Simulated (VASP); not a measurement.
# BN in VASP: notebook

Runs on BN. Level: r2SCAN. Tasks: single point.

Everything below comes from runs of VASP 6.6.1. Logs are shortened: lines on timing, memory, paths and dates and some standing lists are left out, and cuts for length are marked.

## Step 1: The cell of the first run

The structure is cubic, space group F-43m (No. 216). The conventional cell has a = 3.572 Å, b = 3.572 Å, c = 3.572 Å, α = 90.00°, β = 90.00°, γ = 90.00°. B (site symmetry -43m) has 4 N at 1.55 Å within 2.1 Å. N (site symmetry -43m) has 4 B at 1.55 Å within 2.1 Å.

## Step 2: Single point, r2SCAN (strain -0.015 along x and y, -0.015 along z)

POSCAR reads:

```
BN
1.0
    0.0000000000      1.7858059850      1.7858059850
    1.7858059850      0.0000000000      1.7858059850
    1.7858059850      1.7858059850      0.0000000000
B N
1 1
Direct
    0.0000000000      0.0000000000      0.0000000000
    0.7500000000      0.7500000000      0.7500000000
```

INCAR.step1 reads:

```
SYSTEM = BN
ALGO = Normal
EDIFF = 1E-4
ENCUT = 520
GGA = PE
ISMEAR = 0
LASPH = .TRUE.
LCHARG = .FALSE.
LREAL = .FALSE.
LWAVE = .TRUE.
NBANDS = 11
NELM = 80
PREC = Accurate
SIGMA = 0.05
```

INCAR.step2 reads:

```
SYSTEM = BN
ALGO = Normal
EDIFF = 1E-6
ENCUT = 520
ISIF = 2
ISMEAR = 0
ISTART = 1
LASPH = .TRUE.
LCHARG = .FALSE.
LMIXTAU = .TRUE.
LREAL = .FALSE.
LWAVE = .FALSE.
METAGGA = R2SCAN
NBANDS = 11
NELM = 80
PREC = Accurate
SIGMA = 0.05
```

KPOINTS reads:

```
k-points
0
G
  12 12 12
  0 0 0
```

Potentials or basis: VASP PAW PBE potentials, release 64 (B, N).

Launch:

```bash
$ cat potpaw_PBE.64/B/POTCAR potpaw_PBE.64/N/POTCAR > POTCAR
$ cp INCAR.step1 INCAR
$ mpirun -np 1 vasp_std > vasp.out
$ cp INCAR.step2 INCAR
$ mpirun -np 1 vasp_std > vasp.out
```

OUTCAR:

```text
SYSTEM = BN
   EDIFF = 1E-6
   ENCUT = 520
   ISIF = 2
   ISMEAR = 0
   ISTART = 1
   LASPH = .TRUE.
   LREAL = .FALSE.
   METAGGA = R2SCAN
   NELM = 80
   PREC = Accurate

 ion  position               nearest neighbor table
   1  0.000  0.000  0.000-   2 1.55   2 1.55   2 1.55   2 1.55
   2  0.750  0.750  0.750-   1 1.55   1 1.55   1 1.55   1 1.55

  LATTYP: Found a face centered cubic cell.
 ALAT       =     3.5716119700

  Lattice vectors:

 A1 = (   0.0000000000,   1.7858059850,   1.7858059850)
 A2 = (   1.7858059850,   0.0000000000,   1.7858059850)
 A3 = (   1.7858059850,   1.7858059850,   0.0000000000)

Analysis of symmetry for initial positions (statically):
=====================================================================
 Subroutine PRICEL returns:
 Original cell was already a primitive cell.

 Routine SETGRP: Setting up the symmetry group for a
 face centered cubic supercell.

 Subroutine GETGRP returns: Found 24 space group operations
 (whereof 24 operations were pure point group operations)
 out of a pool of 48 trial point group operations.

The static configuration has the point symmetry T_d .

Analysis of symmetry for dynamics (positions and initial velocities):
=====================================================================
 Subroutine PRICEL returns:
 Original cell was already a primitive cell.

 Routine SETGRP: Setting up the symmetry group for a
 face centered cubic supercell.

 Subroutine GETGRP returns: Found 24 space group operations
 (whereof 24 operations were pure point group operations)
 out of a pool of 48 trial point group operations.

The dynamic configuration has the point symmetry T_d .

 Subroutine INISYM returns: Found 24 space group operations
 (whereof 24 operations are pure point group operations),
 and found     1 'primitive' translations

----------------------------------------------------------------------------------------

                                     Primitive cell

  volume of cell :      11.3902

  direct lattice vectors                    reciprocal lattice vectors
     0.000000000  1.785805985  1.785805985    -0.279985622  0.279985622  0.279985622
     1.785805985  0.000000000  1.785805985     0.279985622 -0.279985622  0.279985622
     1.785805985  1.785805985  0.000000000     0.279985622  0.279985622 -0.279985622

  length of vectors
     2.525511044  2.525511044  2.525511044     0.484949323  0.484949323  0.484949323

  position of ions in fractional coordinates (direct lattice)
     0.000000000  0.000000000  0.000000000
     0.750000000  0.750000000  0.750000000

  ion indices of the primitive-cell ions
   primitive index   ion index
                 1           1
                 2           2

----------------------------------------------------------------------------------------

 KPOINTS: k-points

Automatic generation of k-mesh.
 Grid dimensions read from file:
 generate k-points for:   12   12   12

 Generating k-lattice:

  Cartesian coordinates                     Fractional coordinates (reciprocal lattice)
    -0.023332135  0.023332135  0.023332135     0.083333333  0.000000000  0.000000000
     0.023332135 -0.023332135  0.023332135     0.000000000  0.083333333  0.000000000
     0.023332135  0.023332135 -0.023332135     0.000000000  0.000000000  0.083333333

  Length of vectors
     0.040412444  0.040412444  0.040412444

  Shift w.r.t. Gamma in fractional coordinates (k-lattice)
     0.000000000  0.000000000  0.000000000

 Subroutine IBZKPT returns following result:
 ===========================================

 Found     72 irreducible k-points:

 Following reciprocal coordinates:
            Coordinates               Weight
  0.000000  0.000000  0.000000      1.000000
  0.083333  0.000000  0.000000      8.000000
  0.166667  0.000000  0.000000      8.000000
  0.250000  0.000000  0.000000      8.000000
  0.333333  0.000000  0.000000      8.000000
  0.416667  0.000000  0.000000      8.000000
[... 16 lines left out ...]
  0.500000  0.166667  0.000000     24.000000
 -0.416667  0.166667  0.000000     24.000000
 [... further k-points ...]
   k-points           NKPTS =     72   k-points in BZ     NKDIM =     72   number of bands    NBANDS=     11
   number of dos      NEDOS =    301   number of ions     NIONS =      2
   total plane-waves  NPLWV =   8000
   dimension x,y,z NGX =    20 NGY =   20 NGZ =   20
   dimension x,y,z NGXF=    40 NGYF=   40 NGZF=   40
   ions per type =               1   1
   NGX,Y,Z   is equivalent  to a cutoff of  13.17, 13.17, 13.17 a.u.
   NGXF,Y,Z  is equivalent  to a cutoff of  26.33, 26.33, 26.33 a.u.
 SYSTEM =  BN
   PREC   = accura    normal or accurate (medium, high low for compatibility)
   ISTART =      1    job   : 0-new  1-cont  2-samecut
   ICHARG =      0    charge: 1-file 2-atom 10-const
   ISPIN  =      1    spin polarized calculation?
   LNONCOLLINEAR =      F non collinear calculations
   LSORBIT =      F    spin-orbit coupling
   LASPH  =      T    aspherical Exc in radial PAW
   ENCUT  =  520.0 eV  38.22 Ry    6.18 a.u.   4.70  4.70  4.70*2*pi/ulx,y,z
   NELM   =     80;   NELMIN=  2; NELMDL=  0     # of ELM steps
   EDIFF  = 0.1E-05   stopping-criterion for ELM
   LREAL  =      F    real-space projection
   EDIFFG = 0.1E-04   stopping-criterion for IOM
   NSW    =      0    number of steps for IOM
   IBRION =     -1    ionic relax: 0-MD 1-quasi-New 2-CG
   NFREE  =      0    steps in history (QN), initial steepest desc. (CG)
   ISIF   =      2    stress and relaxation
   ISYM   =      2    0-nonsym 1-usesym 2-fastsym
   POTIM  = 0.5000    time-step for ionic-motion
   TEBEG  =    0.0;   TEEND  =   0.0 temperature during run
   PSTRESS=    0.0 pullay stress
   NELECT =       8.0000    total number of electrons
   NUPDOWN=      -1.0000    fix difference up-down
   EMIN   =  10.00;   EMAX   =-10.00  energy-range for DOS
   EFERMI =   0.00;   METHOD = LEGACY
   ISMEAR =     0;   SIGMA  =   0.05  broadening in eV -4-tet -1-fermi 0-gaus
   EFERMI_NEDOS =   21; number of points for ismear=-14 and -15
   IALGO  =     38    algorithm
   IMIX   =      4    mixing-type and parameters
     AMIX     =   0.40;   BMIX     =  1.00
     AMIX_MAG =   1.60;   BMIX_MAG =  1.00
  volume/ion in A,a.u.               =       5.70        38.43
  Fermi-wavevector in a.u.,A,eV,Ry     =   1.455215  2.749958 28.812395  2.117651
  Thomas-Fermi vector in A             =   2.572276
   LORBIT       =      0    0 simple, 1 ext, 2 COOP (PROOUT), +10 PAW based schemes
   METAGGA = R2SCAN    functional components
   LHFCALC =     F    Hartree Fock is set to
   AEXX    =    0.0000 exact exchange contribution
   IVDW    =     0    specifies the selected vdW correction
   LEPSILON=     F    determine dielectric tensor
   LRPA    =     F    only Hartree local field effects (RPA)
 non-spin polarized calculation
 Gauss-broadening in eV      SIGMA  =   0.05
  energy-cutoff  :      520.00
  volume of cell :       11.39
 maximum number of plane-waves:       331
   NGX =  9   NGY =  9   NGZ =  9

 number of electron       7.9999998 magnetization

 Free energy of the ion-electron system (eV)
  ---------------------------------------------------
  ext. energy  EPLUGINS =         0.00000000
  ---------------------------------------------------
  free energy    TOTEN  =       -19.15311484 eV

  energy without entropy =      -19.15311484  energy(sigma->0) =      -19.15311484

 E-fermi :   7.9505     XC(G=0): -13.8397

 val. band max:        7.6946014463   @ k =   0.0000   0.0000   0.0000
 cond. band min:      12.7146583343   @ k =   0.5000   0.5000   0.0000
 fundamental gap:      5.0200568880
 Fermi energy:         7.9505428975

 k-point     1 :       0.0000    0.0000    0.0000
  band No.  band energies     occupation
      1     -14.0233      2.00000
      2       7.6946      2.00000
      3       7.6946      2.00000
      4       7.6946      2.00000
      5      17.3987      0.00000
      6      17.3987      0.00000
      7      17.3987      0.00000
      8      19.3867      0.00000
      9      34.5496      0.00000
     10      36.8896      0.00000
     11      36.8896      0.00000

 k-point     2 :       0.0833    0.0000    0.0000
  band No.  band energies     occupation
      1     -13.8430      2.00000
      2       6.7193      2.00000
      3       7.5010      2.00000
      4       7.5010      2.00000
      5      17.6740      0.00000
      6      17.6986      0.00000
      7      17.6986      0.00000
      8      19.9490      0.00000
      9      34.2596      0.00000
     10      34.7163      0.00000
     11      34.7163      0.00000

 k-point     3 :       0.1667    0.0000    0.0000
  band No.  band energies     occupation
      1     -13.3093      2.00000
      2       4.4694      2.00000
      3       7.0289      2.00000
      4       7.0289      2.00000
      5      18.0783      0.00000
      6      18.3917      0.00000
      7      18.3917      0.00000
      8      21.3286      0.00000
      9      33.0719      0.00000
     10      33.0719      0.00000
     11      33.5710      0.00000

 k-point     4 :       0.2500    0.0000    0.0000
  band No.  band energies     occupation
      1     -12.4479      2.00000
      2       1.8259      2.00000
      3       6.4832      2.00000
      4       6.4832      2.00000
      5      18.4302      0.00000
      6      19.0408      0.00000
      7      19.0408      0.00000
      8      22.7447      0.00000
      9      32.6846      0.00000
     10      32.6846      0.00000
     11      32.9801      0.00000

 k-point     5 :       0.3333    0.0000    0.0000
  band No.  band energies     occupation
      1     -11.3276      2.00000
      2      -0.7312      2.00000
      3       6.0169      2.00000
      4       6.0169      2.00000
      5      18.7210      0.00000
      6      19.3500      0.00000
      7      19.3500      0.00000
      8      23.7573      0.00000
      9      32.7985      0.00000
     10      33.6309      0.00000
     11      33.6309      0.00000
[... 211 lines left out ...]
 k-point    21 :       0.3333    0.1667    0.0000
  band No.  band energies     occupation
      1     -11.5048      2.00000
      2       1.1766      2.00000
      3       4.7093      2.00000
      4       5.0298      2.00000
      5      16.6490      0.00000
      6      21.2958      0.00000
      7      21.6729      0.00000
      8      21.7534      0.00000
      9      28.7797      0.00000
     10      36.3671      0.00000
     11      37.5632      0.00000

 k-point    22 :       0.4167    0.1667    0.0000
  band No.  band energies     occupation
      1     -10.3740      2.00000
      2      -1.0599      2.00000
      3       4.3327      2.00000
      4       4.5117      2.00000
      5      17.0567      0.00000
      6      21.3882      0.00000
      7      21.8136      0.00000
      8      22.7917      0.00000
      9      29.8375      0.00000
     10      36.1308      0.00000
     11      38.0479      0.00000

 k-point    23 :       0.5000    0.1667    0.0000
  band No.  band energies     occupation
      1      -9.3534      2.00000
      2      -2.7138      2.00000
      3       3.7019      2.00000
      4       4.5910      2.00000
      5      17.4124      0.00000
      6      21.3306      0.00000
      7      21.5203      0.00000
      8      24.2815      0.00000
      9      30.2415      0.00000
     10      36.3909      0.00000
     11      37.2756      0.00000

 k-point    24 :      -0.4167    0.1667    0.0000
  band No.  band energies     occupation
      1      -9.1597      2.00000
      2      -2.9967      2.00000
      3       3.2685      2.00000
      4       4.9319      2.00000
      5      17.8909      0.00000
      6      21.0832      0.00000
      7      21.1862      0.00000
      8      25.0119      0.00000
      9      30.5365      0.00000
     10      34.7390      0.00000
     11      36.7087      0.00000

 [... further k-points ...]

------------------------ aborting loop because EDIFF is reached ----------------------------------------

  FORCE on cell =-STRESS in cart. coord.  units (eV):
  Direction    XX          YY          ZZ          XY          YZ          ZX
  --------------------------------------------------------------------------------------
  -------------------------------------------------------------------------------------
  Total        1.0286313      1.0286313      1.0286313     -0.0000000      0.0000000     -0.0000000
  in kB      144.6896654    144.6896654    144.6896654     -0.0000000      0.0000000     -0.0000000
  external PRESSURE =     144.6896654 kB  Pullay stress =       0.0000000 kB

 VOLUME and BASIS-vectors are now :
 -----------------------------------------------------------------------------
  energy-cutoff  :      520.00
  volume of cell :       11.39
      direct lattice vectors                 reciprocal lattice vectors
     0.000000000  1.785805985  1.785805985    -0.279985622  0.279985622  0.279985622
     1.785805985  0.000000000  1.785805985     0.279985622 -0.279985622  0.279985622
     1.785805985  1.785805985  0.000000000     0.279985622  0.279985622 -0.279985622

 POSITION                                       TOTAL-FORCE (eV/Angst)
 -----------------------------------------------------------------------------------
      0.00000      0.00000      0.00000        -0.000000     -0.000000     -0.000000
      2.67871      2.67871      2.67871         0.000000      0.000000      0.000000
 -----------------------------------------------------------------------------------
    total drift:                               -0.000000     -0.000000     -0.000000

  FREE ENERGIE OF THE ION-ELECTRON SYSTEM (eV)
  ---------------------------------------------------
  free  energy   TOTEN  =       -19.1531148367 eV

  energy  without entropy=      -19.1531148367  energy(sigma->0) =      -19.15311484
```

Run time: 74 s. Hardware: 1 thread of AMD EPYC, shared host; peak memory 0.09 GiB.

What came out:

| Quantity | Value |
| --- | --- |
| Free energy | -19.1531 eV |
| Pressure | 14.5 GPa |
| Band gap on the k mesh | 5.02 eV, indirect (least direct gap 9.70 eV) |

Caveat: the cell differs from its parent crystal (strain -0.015 along x and y, -0.015 along z); the PAW data sets were made with another functional, which shifts forces and pressure a little. A k mesh can miss the band edges.

(Part 1 of 3 ends here.)
